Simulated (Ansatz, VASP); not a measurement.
## CdTe: VASP beside Ansatz

Contents of INCAR:

```
PREC = Accurate ; ENCUT = 520
EDIFF = 1E-7 ; ISMEAR = -1
SIGMA = 0.05 ; LREAL = False
LASPH = True ; NELM = 80
ALGO = Normal ; ISIF = 2
LWAVE = False ; LCHARG = False
GGA = PS ; NBANDS = 16
```

KPOINTS

```
Automatic mesh
0
Gamma
  13 13 13
```

Contents of POSCAR:

```
CdTe
1.0
    3.4353543247      0.0000000000      0.0000000000
    0.0000000000      3.4353543247      0.0000000000
    0.0000000000      0.0000000000      3.4353543247
Cd Te
1 1
Direct
    0.0000000000      0.0000000000      0.0000000000
    0.5000000000      0.5000000000      0.5000000000
```

Input for Ansatz:

```yaml
crystal:
  lattice:
    - [3.4353543247, 0.0, 0.0]
    - [0.0, 3.4353543247, 0.0]
    - [0.0, 0.0, 3.4353543247]
  atoms:
    - { symbol: Cd, position: [0.0, 0.0, 0.0] }
    - { symbol: Te, position: [0.5, 0.5, 0.5] }
kpoints:
  mp_grid: { grid: [13, 13, 13] }
scf:
  occupations: { method: fermi_dirac, width: 0.05 }
hamiltonian:
  xc: pbesol
  pseudopotentials: { kind: paw }
output:
  forces: true
  stress: true
  eigenvalues: true
  populations: true
```

Change from the starting cell: volume scaled by 0.8, PAW files.

Alike in both runs: task single point; functional PBEsol; k mesh 13 × 13 × 13; occupations fermi-dirac, width 0.05 eV; no spin polarisation.

|  | VASP | Ansatz |
| --- | --- | --- |
| version | VASP 6.6.1 | Ansatz 0.2.0 |
| potentials or method | VASP PAW PBE potentials, release 64 (Cd, Te) | PAW with Ansatz's default frozen-core files, scalar-relativistic |
| plane-wave cutoff (eV) | 520 | 420 |
| valence electrons in the cell | 18 | 36 |

|  | VASP | Ansatz | Ansatz less VASP |
| --- | --- | --- | --- |
| pressure (GPa) | 22.3 | 21.6 | -0.65 |

VASP's potentials were made for PBE, not for PBEsol. The functional is the same, so the differences come from potentials, cutoffs and numerics. VASP's potentials hold 18 valence electrons a cell and Ansatz's 36, so a difference there can come from the potentials and not from the codes.

Spin-orbit coupling is off throughout.
